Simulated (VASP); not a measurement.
# Co (P6_3/mmc) in VASP: notebook, part 2 of 2

VASP 6.6.1.

### Step 3. Single point, PBE, collinear spin, ferromagnetic start (10.02 Å³/atom)

The input, INCAR:

```
  ALGO = Normal
  EDIFF = 1E-7
  ENCUT = 520
  GGA = PE
  ISIF = 2
  ISMEAR = -1
  ISPIN = 2
  LASPH = T
  LCHARG = T
  LELF = T
  LMAXMIX = 4
  LORBIT = 11
  LREAL = F
  LVHAR = T
  LWAVE = F
  MAGMOM = 1.707 1.707 1.725 1.725
  NBANDS = 30
  NELM = 150
  PREC = Accurate
  SIGMA = 0.05
```

The input, KPOINTS:

```
k-points
0
Gamma
  16 16 5
```

The input, POSCAR:

```
Co
1.0
    2.4267808389      0.0000000000      0.0000000000
   -1.2133904195      2.1016538559      0.0000000000
    0.0000000000      0.0000000000      7.8601985935
Co
4
Direct
    1.0000000000      0.0000000000      1.0000000000
    0.0000000000      0.0000000000      0.5000000000
    0.3333333333      0.6666666667      0.2500000000
    0.6666666667      0.3333333333      0.7500000000
```

Potentials or basis: VASP PAW PBE potentials, release 64 (Co).

Launch:

```sh
$ cat potpaw_PBE.64/Co/POTCAR > POTCAR
$ mpirun -np 1 vasp_std > vasp.out
```

OUTCAR:

```text
EDIFF = 1E-7
   ENCUT = 520
   GGA = PE
   ISIF = 2
   ISMEAR = -1
   ISPIN = 2
   LASPH = T
   LORBIT = 11
   LREAL = F
   NELM = 150
   PREC = Accurate

 ion  position               nearest neighbor table
   1  0.000  0.000  0.000-   3 2.41   4 2.41   4 2.41   3 2.41   4 2.41   3 2.41
   2  0.000  0.000  0.500-   3 2.41   4 2.41   4 2.41   3 2.41   4 2.41   3 2.41
   3  0.333  0.667  0.250-   1 2.41   2 2.41   1 2.41   2 2.41   1 2.41   2 2.41
   4  0.667  0.333  0.750-   1 2.41   2 2.41   1 2.41   2 2.41   1 2.41   2 2.41

  LATTYP: Found a hexagonal cell.
 ALAT       =     2.4267808389
 C/A-ratio  =     3.2389404381

  Lattice vectors:

 A1 = (   2.4267808389,   0.0000000000,   0.0000000000)
 A2 = (  -1.2133904195,   2.1016538559,   0.0000000000)
 A3 = (   0.0000000000,   0.0000000000,   7.8601985935)

Analysis of symmetry for initial positions (statically):
[... 999 lines left out ...]
  band No.  band energies     occupation
      1       2.0608      1.00000
      2       4.4910      1.00000
      3       4.4931      1.00000
      4       6.8186      1.00000
      5       9.6122      1.00000
      6       9.6751      1.00000
[... 781 lines left out ...]
     29      24.7464      0.00000
     30      26.2363      0.00000

 [... further k-points ...]
[... 5 lines left out ...]
  --------------------------------------------------------------------------------------
  -------------------------------------------------------------------------------------
  Total        4.9711480      4.9711480      5.1837457     -0.0000000     -0.0000000      0.0000000
  in kB      198.6744467    198.6744467    207.1710188     -0.0000000     -0.0000000      0.0000000
  external PRESSURE =     201.5066374 kB  Pullay stress =       0.0000000 kB

 VOLUME and BASIS-vectors are now :
 -----------------------------------------------------------------------------
  energy-cutoff  :      520.00
  volume of cell :       40.09
      direct lattice vectors                 reciprocal lattice vectors
     2.426780839  0.000000000  0.000000000     0.412068525  0.237907874  0.000000000
    -1.213390420  2.101653856  0.000000000     0.000000000  0.475815747  0.000000000
     0.000000000  0.000000000  7.860198593     0.000000000  0.000000000  0.127223249

 POSITION                                       TOTAL-FORCE (eV/Angst)
 -----------------------------------------------------------------------------------
      0.00000      0.00000      0.00000         0.000000      0.000000     -0.000000
      0.00000      0.00000      3.93010         0.000000      0.000000     -0.000000
     -0.00000      1.40110      1.96505         0.000000     -0.000000      0.000000
      1.21339      0.70055      5.89515        -0.000000      0.000000      0.000000
 -----------------------------------------------------------------------------------
    total drift:                                0.000000     -0.000000      0.000000

  FREE ENERGIE OF THE ION-ELECTRON SYSTEM (eV)
  ---------------------------------------------------
  free  energy   TOTEN  =       -27.9445486696 eV

  energy  without entropy=      -27.9157290338  energy(sigma->0) =      -27.93013885

 total charge

# of ion       s       p       d       tot
------------------------------------------
    1        0.525   0.594   7.323   8.443
    2        0.525   0.594   7.323   8.443
    3        0.525   0.597   7.315   8.437
    4        0.525   0.597   7.315   8.437
--------------------------------------------------
tot          2.100   2.383  29.277  33.760

 magnetization (x)

# of ion       s       p       d       tot
------------------------------------------
    1       -0.015  -0.052   1.626   1.558
    2       -0.015  -0.052   1.626   1.558
    3       -0.015  -0.053   1.646   1.578
    4       -0.015  -0.053   1.646   1.578
--------------------------------------------------
tot         -0.059  -0.211   6.543   6.273
```

OSZICAR:

```text
N       E                     dE             d eps       ncg     rms          rms(c)
DAV:   1     0.241688309250E+03    0.24169E+03   -0.15117E+04 11000   0.162E+03
DAV:   2    -0.166444322197E+02   -0.25833E+03   -0.24029E+03 10818   0.313E+02
DAV:   3    -0.317441384458E+02   -0.15100E+02   -0.14233E+02 11988   0.102E+02
[... 11 lines left out ...]
DAV:  15    -0.279445490249E+02   -0.41226E-05   -0.10280E-05 13512   0.275E-02    0.272E-02
DAV:  16    -0.279445488775E+02    0.14741E-06   -0.56287E-06 12706   0.482E-02    0.698E-03
DAV:  17    -0.279445485326E+02    0.34487E-06   -0.10338E-06 13722   0.157E-02    0.188E-03
DAV:  18    -0.279445486660E+02   -0.13338E-06   -0.12209E-07  6366   0.304E-03    0.123E-03
DAV:  19    -0.279445486696E+02   -0.35457E-08   -0.24451E-08  5970   0.292E-03
   1 F= -.27944549E+02 E0= -.27930139E+02  d E =-.288196E-01  mag=     6.2583
```

Run time: 5.6 min. Hardware: 1 thread of Oxide Virtual Turin-like, shared host; peak memory 0.23 GiB.

Results:

```yaml
Free_energy: -27.9445 eV
Pressure: 20.2 GPa
Net_moment: 6.26 μB per cell
Site_moments: Co +1.56, +1.58 (each value once) μB
Valence_electrons_inside_the_program's_atomic_spheres: Co 8.44
```

Stress tensor (GPa, compression positive):
```
19.87  0.00  0.00
 0.00 19.87  0.00
 0.00  0.00 20.72
```

Caveat: the cell stands under pressure.

### Step 4. Single point, PBE, collinear spin, ferromagnetic start (10.46 Å³/atom)

This run uses another cell than the first one, of 10.46 Å³/atom.

The input, INCAR:

```
PREC = Accurate
ENCUT = 520
EDIFF = 1E-7
ISMEAR = -1
SIGMA = 0.05
LREAL = False
LASPH = True
NELM = 150
ALGO = Normal
ISIF = 2
LWAVE = False
LCHARG = False
ISPIN = 2
MAGMOM = 1.707 1.707 1.725 1.725
LORBIT = 11
LMAXMIX = 4
GGA = PE
NBANDS = 30
```

The input, KPOINTS:

```
Automatic mesh
0
Gamma
  16 16 5
```

The input, POSCAR:

```
Co
1.0
    2.4614520643      0.0000000000      0.0000000000
   -1.2307260322      2.1316800179      0.0000000000
    0.0000000000      0.0000000000      7.9724962499
Co
4
Direct
    0.0000000000      1.0000000000      0.0000000000
    1.0000000000      1.0000000000      0.5000000000
    0.3333333333      0.6666666667      0.2500000000
    0.6666666667      0.3333333333      0.7500000000
```

Launch:

```sh
$ cat potpaw_PBE.64/Co/POTCAR > POTCAR
$ mpirun -np 1 vasp_std > vasp.out
```

Wall time 6.7 min (1 thread of Oxide Virtual Turin-like, shared host); peak memory 0.23 GiB.

It converged, with:

| Property | Result |
| --- | --- |
| Free energy | -28.0964 eV |
| Pressure | 8.2 GPa |
| Net moment | 6.35 μB per cell |
| Site moments | Co +1.59, +1.61 (each value once) μB |
| Valence electrons inside the program's atomic spheres | Co 8.35, 8.34 (each value once) |

Stress tensor (GPa, compression positive):
```
7.99 0.00 0.00
0.00 7.99 0.00
0.00 0.00 8.76
```

Levels at points of the mesh, in eV from the Fermi level:
Spin up:
```tsv
k point	band 18	band 19	band 20	band 21	band 22	band 23	band 24	band 25
(0.00, 0.00, 0.00)	-1.49	-1.49	-1.15	-1.15	-0.73	-0.73	-0.18	6.62
(0.50, 0.00, 0.00)	-0.52	-0.48	-0.46	0.26	1.41	2.57	3.21	7.23
```
Spin down:
```tsv
k point	band 10	band 11	band 12	band 13	band 14	band 15	band 16	band 17	band 18	band 19
(0.00, 0.00, 0.00)	-1.22	-1.14	-0.91	-0.91	-0.86	-0.86	-0.22	0.01	0.01	0.38
(0.50, 0.00, 0.00)	-1.25	-0.82	-0.14	-0.11	0.50	1.18	1.23	1.24	1.25	1.33
```

Caveat: the cell stands under pressure.
